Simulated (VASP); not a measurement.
# ScBSbP3 (Pmmm) in VASP: further runs

ScBSbP3 is run at these levels: PBE; tasks: single point, relaxation of cell and atoms.

Program: VASP 6.6.1. These are calculated values, not measurements. Logs are shortened: lines on timing, memory, paths and dates and some standing lists are left out, and cuts for length are marked.

## (1) The cell of the first run

Symmetry: Pmmm, No. 47, orthorhombic system. Conventional cell: a = 4.220 Å, b = 4.641 Å, c = 6.877 Å, α = 90.00°, β = 90.00°, γ = 90.00°. Sc (site symmetry mmm) has 12 P at 3.14 to 3.84 Å and 2 B at 3.44 Å and 4 Sb at 4.03 Å within 4.1 Å. B (site symmetry mmm) has 2 Sb at 2.11 Å within 2.8 Å. Sb (site symmetry mmm) has 2 B at 2.11 Å and 4 P at 2.62 Å within 2.8 Å. Within 2.9 Å of P (site symmetry mm2) lie 2 P at 2.21 to 2.45 Å and 2 Sb at 2.62 Å. P (site symmetry mmm) has 2 P at 2.21 Å within 2.9 Å.

## (2) Single point, PBE

File INCAR:

```
SYSTEM = ScBSbP3
PREC = Accurate
ENCUT = 520
EDIFF = 1E-6
ISMEAR = 0
SIGMA = 0.1
LREAL = .FALSE.
LASPH = .TRUE.
NELM = 60
ALGO = Normal
ISIF = 2
LWAVE = .FALSE.
LCHARG = .FALSE.
GGA = PE
NBANDS = 26
```

File KPOINTS:

```
regular mesh
0
G
  4 4 4
  0 0 0
```

File POSCAR:

```
ScBSbP3
1.0
    4.2199628610      0.0000000000      0.0000000000
    0.0000000000      4.6410043703      0.0000000000
    0.0000000000      0.0000000000      6.8765192941
Sc B Sb P
1 1 1 3
Direct
    0.0000000000      0.0000000000      0.0000000000
    0.0000000000      0.0000000000      0.5000000000
    0.5000000000      0.0000000000      0.5000000000
    0.5000000000      0.5000000000      0.6783145374
    0.5000000000      0.5000000000      0.3216854626
    0.5000000000      0.5000000000      0.0000000000
```

Potentials or basis: VASP PAW PBE potentials, release 64 (Sc_sv, B, Sb, P).

Command:

```sh
cat potpaw_PBE.64/Sc_sv/POTCAR potpaw_PBE.64/B/POTCAR potpaw_PBE.64/Sb/POTCAR potpaw_PBE.64/P/POTCAR > POTCAR
mpirun -np 1 vasp_std > vasp.out
```

OUTCAR:

```text
SYSTEM = ScBSbP3
   PREC = Accurate
   ENCUT = 520
   EDIFF = 1E-6
   ISMEAR = 0
   LREAL = .FALSE.
   LASPH = .TRUE.
   NELM = 60
   ISIF = 2
   GGA = PE

 ion  position               nearest neighbor table
   1  0.000  0.000  0.000-   6 3.14   6 3.14   6 3.14   6 3.14
   2  0.000  0.000  0.500-   3 2.11   3 2.11
   3  0.500  0.000  0.500-   2 2.11   2 2.11   5 2.62   4 2.62   5 2.62   4 2.62
   4  0.500  0.500  0.678-   6 2.21   5 2.45   3 2.62   3 2.62
   5  0.500  0.500  0.322-   6 2.21   4 2.45   3 2.62   3 2.62
   6  0.500  0.500  0.000-   4 2.21   5 2.21   1 3.14   1 3.14   1 3.14   1 3.14

  LATTYP: Found a simple orthorhombic cell.
 ALAT       =     4.2199628610
 B/A-ratio  =     1.0997737476
 C/A-ratio  =     1.6295212827

  Lattice vectors:

 A1 = (   4.2199628610,   0.0000000000,   0.0000000000)
 A2 = (   0.0000000000,   4.6410043703,   0.0000000000)
 A3 = (   0.0000000000,   0.0000000000,   6.8765192941)

Analysis of symmetry for initial positions (statically):
=====================================================================
 Subroutine PRICEL returns:
 Original cell was already a primitive cell.

 Routine SETGRP: Setting up the symmetry group for a
 simple orthorhombic supercell.

 Subroutine GETGRP returns: Found  8 space group operations
 (whereof  8 operations were pure point group operations)
 out of a pool of  8 trial point group operations.

The static configuration has the point symmetry D_2h.

Analysis of symmetry for dynamics (positions and initial velocities):
=====================================================================
 Subroutine PRICEL returns:
 Original cell was already a primitive cell.

 Routine SETGRP: Setting up the symmetry group for a
 simple orthorhombic supercell.

 Subroutine GETGRP returns: Found  8 space group operations
 (whereof  8 operations were pure point group operations)
 out of a pool of  8 trial point group operations.

The dynamic configuration has the point symmetry D_2h.

 Subroutine INISYM returns: Found  8 space group operations
 (whereof  8 operations are pure point group operations),
 and found     1 'primitive' translations

----------------------------------------------------------------------------------------

                                     Primitive cell

  volume of cell :     134.6757

  direct lattice vectors                    reciprocal lattice vectors
     4.219962861  0.000000000  0.000000000     0.236968910  0.000000000  0.000000000
     0.000000000  4.641004370  0.000000000     0.000000000  0.215470601  0.000000000
     0.000000000  0.000000000  6.876519294     0.000000000  0.000000000  0.145422409

  length of vectors
     4.219962861  4.641004370  6.876519294     0.236968910  0.215470601  0.145422409

  position of ions in fractional coordinates (direct lattice)
     0.000000000  0.000000000  0.000000000
     0.000000000  0.000000000  0.500000000
     0.500000000  0.000000000  0.500000000
     0.500000000  0.500000000  0.678314537
     0.500000000  0.500000000  0.321685463
     0.500000000  0.500000000  0.000000000

  ion indices of the primitive-cell ions
   primitive index   ion index
                 1           1
                 2           2
                 3           3
                 4           4
                 5           5
                 6           6

----------------------------------------------------------------------------------------

 KPOINTS: regular mesh

Automatic generation of k-mesh.
 Grid dimensions read from file:
 generate k-points for:    4    4    4

 Generating k-lattice:

  Cartesian coordinates                     Fractional coordinates (reciprocal lattice)
     0.059242228  0.000000000  0.000000000     0.250000000  0.000000000  0.000000000
     0.000000000  0.053867650  0.000000000     0.000000000  0.250000000  0.000000000
     0.000000000  0.000000000  0.036355602     0.000000000  0.000000000  0.250000000

  Length of vectors
     0.059242228  0.053867650  0.036355602

  Shift w.r.t. Gamma in fractional coordinates (k-lattice)
     0.000000000  0.000000000  0.000000000

 Subroutine IBZKPT returns following result:
 ===========================================

 Found     27 irreducible k-points:

 Following reciprocal coordinates:
            Coordinates               Weight
  0.000000  0.000000  0.000000      1.000000
  0.250000  0.000000  0.000000      2.000000
  0.500000  0.000000  0.000000      1.000000
  0.000000  0.250000  0.000000      2.000000
  0.250000  0.250000  0.000000      4.000000
  0.500000  0.250000  0.000000      2.000000
[... 16 lines left out ...]
  0.250000  0.250000  0.500000      4.000000
  0.500000  0.250000  0.500000      2.000000
 [... further k-points ...]
   k-points           NKPTS =     27   k-points in BZ     NKDIM =     27   number of bands    NBANDS=     26
   number of dos      NEDOS =    301   number of ions     NIONS =      6
   total plane-waves  NPLWV =  62208
   dimension x,y,z NGX =    32 NGY =   36 NGZ =   54
   dimension x,y,z NGXF=    64 NGYF=   72 NGZF=  108
   ions per type =               1   1   1   3
   NGX,Y,Z   is equivalent  to a cutoff of  12.61, 12.90, 13.05 a.u.
   NGXF,Y,Z  is equivalent  to a cutoff of  25.21, 25.79, 26.11 a.u.
 SYSTEM =  ScBSbP3
   PREC   = accura    normal or accurate (medium, high low for compatibility)
   ISTART =      0    job   : 0-new  1-cont  2-samecut
   ICHARG =      2    charge: 1-file 2-atom 10-const
   ISPIN  =      1    spin polarized calculation?
   LNONCOLLINEAR =      F non collinear calculations
   LSORBIT =      F    spin-orbit coupling
   LASPH  =      T    aspherical Exc in radial PAW
   ENCUT  =  520.0 eV  38.22 Ry    6.18 a.u.   7.85  8.63 12.79*2*pi/ulx,y,z
   NELM   =     60;   NELMIN=  2; NELMDL= -5     # of ELM steps
   EDIFF  = 0.1E-05   stopping-criterion for ELM
   LREAL  =      F    real-space projection
   EDIFFG = 0.1E-04   stopping-criterion for IOM
   NSW    =      0    number of steps for IOM
   IBRION =     -1    ionic relax: 0-MD 1-quasi-New 2-CG
   NFREE  =      0    steps in history (QN), initial steepest desc. (CG)
   ISIF   =      2    stress and relaxation
   ISYM   =      2    0-nonsym 1-usesym 2-fastsym
   POTIM  = 0.5000    time-step for ionic-motion
   TEBEG  =    0.0;   TEEND  =   0.0 temperature during run
   PSTRESS=    0.0 pullay stress
   NELECT =      34.0000    total number of electrons
   NUPDOWN=      -1.0000    fix difference up-down
   EMIN   =  10.00;   EMAX   =-10.00  energy-range for DOS
   EFERMI =   0.00;   METHOD = LEGACY
   ISMEAR =     0;   SIGMA  =   0.10  broadening in eV -4-tet -1-fermi 0-gaus
   EFERMI_NEDOS =   21; number of points for ismear=-14 and -15
   IALGO  =     38    algorithm
   IMIX   =      4    mixing-type and parameters
     AMIX     =   0.40;   BMIX     =  1.00
     AMIX_MAG =   1.60;   BMIX_MAG =  1.00
  volume/ion in A,a.u.               =      22.45       151.47
  Fermi-wavevector in a.u.,A,eV,Ry     =   1.034677  1.955256 14.565800  1.070556
  Thomas-Fermi vector in A             =   2.168984
   LORBIT       =      0    0 simple, 1 ext, 2 COOP (PROOUT), +10 PAW based schemes
   GGA     = PE    functional components
   LHFCALC =     F    Hartree Fock is set to
   AEXX    =    0.0000 exact exchange contribution
   IVDW    =     0    specifies the selected vdW correction
   LEPSILON=     F    determine dielectric tensor
   LRPA    =     F    only Hartree local field effects (RPA)
 non-spin polarized calculation
 Gauss-broadening in eV      SIGMA  =   0.10
  energy-cutoff  :      520.00
  volume of cell :      134.68
 maximum number of plane-waves:      3664
 NGX is ok and might be reduce to    32
   NGX = 15   NGY = 17   NGZ = 25

 number of electron      34.0000002 magnetization

 Free energy of the ion-electron system (eV)
  ---------------------------------------------------
  ext. energy  EPLUGINS =         0.00000000
  ---------------------------------------------------
  free energy    TOTEN  =       -27.78639841 eV

  energy without entropy =      -27.77275115  energy(sigma->0) =      -27.77957478

 E-fermi :   5.2122     XC(G=0):  -9.3431

 val. band max:        5.1937882195   @ k =   0.0000   0.2500   0.5000
 cond. band min:       5.2228279751   @ k =   0.0000   0.5000   0.2500
 fundamental gap:      0.0290397556
 Fermi energy:         5.2121893294

 k-point     1 :       0.0000    0.0000    0.0000
  band No.  band energies     occupation
      1     -46.1807      2.00000
      2     -24.7765      2.00000
      3     -24.7448      2.00000
      4     -24.7260      2.00000
      5      -9.0034      2.00000
      6      -6.3053      2.00000
[... 18 lines left out ...]
     25       6.3029      0.00000
     26       6.8490      0.00000

 k-point     2 :       0.2500    0.0000    0.0000
  band No.  band energies     occupation
      1     -46.1805      2.00000
      2     -24.7761      2.00000
      3     -24.7508      2.00000
      4     -24.7253      2.00000
      5      -8.8431      2.00000
      6      -6.1352      2.00000
[... 18 lines left out ...]
     25       6.5539      0.00000
     26       7.1552      0.00000

 k-point     3 :       0.5000    0.0000    0.0000
  band No.  band energies     occupation
      1     -46.1802      2.00000
      2     -24.7756      2.00000
      3     -24.7568      2.00000
      4     -24.7247      2.00000
      5      -8.6622      2.00000
      6      -5.9219      2.00000
[... 18 lines left out ...]
     25       7.1663      0.00000
     26       7.3995      0.00000

 k-point     4 :       0.0000    0.2500    0.0000
  band No.  band energies     occupation
      1     -46.1807      2.00000
      2     -24.7764      2.00000
      3     -24.7447      2.00000
      4     -24.7280      2.00000
      5      -8.6616      2.00000
      6      -6.4042      2.00000
[... 18 lines left out ...]
     25       6.4957      0.00000
     26       7.0670      0.00000

 k-point     5 :       0.2500    0.2500    0.0000
  band No.  band energies     occupation
      1     -46.1804      2.00000
      2     -24.7759      2.00000
      3     -24.7506      2.00000
      4     -24.7272      2.00000
      5      -8.5168      2.00000
      6      -6.2171      2.00000
[... 18 lines left out ...]
     25       6.9483      0.00000
     26       8.4249      0.00000

 k-point     6 :       0.5000    0.2500    0.0000
  band No.  band energies     occupation
      1     -46.1802      2.00000
      2     -24.7755      2.00000
      3     -24.7565      2.00000
      4     -24.7265      2.00000
      5      -8.3576      2.00000
      6      -5.9690      2.00000
[... 427 lines left out ...]
 k-point    21 :       0.5000    0.0000    0.5000
  band No.  band energies     occupation
      1     -46.1802      2.00000
      2     -24.7756      2.00000
      3     -24.7568      2.00000
      4     -24.7247      2.00000
      5      -8.3703      2.00000
      6      -7.2041      2.00000
[... 18 lines left out ...]
     25       8.4760      0.00000
     26       8.6406      0.00000

 k-point    22 :       0.0000    0.2500    0.5000
  band No.  band energies     occupation
      1     -46.1807      2.00000
      2     -24.7764      2.00000
      3     -24.7447      2.00000
      4     -24.7280      2.00000
      5      -8.3448      2.00000
      6      -7.3390      2.00000
[... 18 lines left out ...]
     25       7.6214      0.00000
     26       7.9780      0.00000

 k-point    23 :       0.2500    0.2500    0.5000
  band No.  band energies     occupation
      1     -46.1804      2.00000
      2     -24.7760      2.00000
      3     -24.7506      2.00000
      4     -24.7272      2.00000
      5      -8.1764      2.00000
      6      -7.2479      2.00000
[... 18 lines left out ...]
     25       7.6097      0.00000
     26       7.7225      0.00000

 k-point    24 :       0.5000    0.2500    0.5000
  band No.  band energies     occupation
      1     -46.1802      2.00000
      2     -24.7755      2.00000
      3     -24.7565      2.00000
      4     -24.7265      2.00000
      5      -7.9850      2.00000
      6      -7.1515      2.00000
[... 18 lines left out ...]
     25       8.2536      0.00000
     26       8.6017      0.00000

 [... further k-points ...]
[... 5 lines left out ...]
  --------------------------------------------------------------------------------------
  -------------------------------------------------------------------------------------
  Total        0.4404053      0.0753603     -0.0779803      0.0000000      0.0000000      0.0000000
  in kB        5.2393066      0.8965279     -0.9276973      0.0000000      0.0000000      0.0000000
  external PRESSURE =       1.7360458 kB  Pullay stress =       0.0000000 kB

 VOLUME and BASIS-vectors are now :
 -----------------------------------------------------------------------------
  energy-cutoff  :      520.00
  volume of cell :      134.68
      direct lattice vectors                 reciprocal lattice vectors
     4.219962861  0.000000000  0.000000000     0.236968910  0.000000000  0.000000000
     0.000000000  4.641004370  0.000000000     0.000000000  0.215470601  0.000000000
     0.000000000  0.000000000  6.876519294     0.000000000  0.000000000  0.145422409

 POSITION                                       TOTAL-FORCE (eV/Angst)
 -----------------------------------------------------------------------------------
      0.00000      0.00000      0.00000         0.000000      0.000000      0.000000
      0.00000      0.00000      3.43826         0.000000      0.000000      0.000000
      2.10998      0.00000      3.43826         0.000000      0.000000      0.000000
      2.10998      2.32050      4.66444         0.000000      0.000000      0.025034
      2.10998      2.32050      2.21208        -0.000000      0.000000     -0.025034
      2.10998      2.32050      0.00000         0.000000      0.000000      0.000000
 -----------------------------------------------------------------------------------
    total drift:                                0.000000     -0.000000      0.000000

  FREE ENERGIE OF THE ION-ELECTRON SYSTEM (eV)
  ---------------------------------------------------
  free  energy   TOTEN  =       -27.7863984145 eV

  energy  without entropy=      -27.7727511465  energy(sigma->0) =      -27.77957478
```

Run time: 2.1 min. Hardware: 1 thread of Oxide Virtual Turin-like, shared host; peak memory 0.26 GiB.

What came out:

```
Free energy            : -27.7864 eV
Pressure               : 0.2 GPa
Largest force          : 0.025 eV/Å
Band gap on the k mesh : zero (band 17 reaches 5.64 eV, above the bottom of band 18 at 4.50 eV)
```

Forces on the atoms (eV/Å):
```
Sc   0.000  0.000  0.000
B    0.000  0.000  0.000
Sb   0.000  0.000  0.000
P    0.000  0.000  0.025
P    0.000  0.000 -0.025
P    0.000  0.000  0.000
```

Caveat: the k points lie up to 0.37 Å⁻¹ apart; spin-orbit coupling is left out, which moves the levels of the heavy elements.

(Part 1 of 2 ends here.)
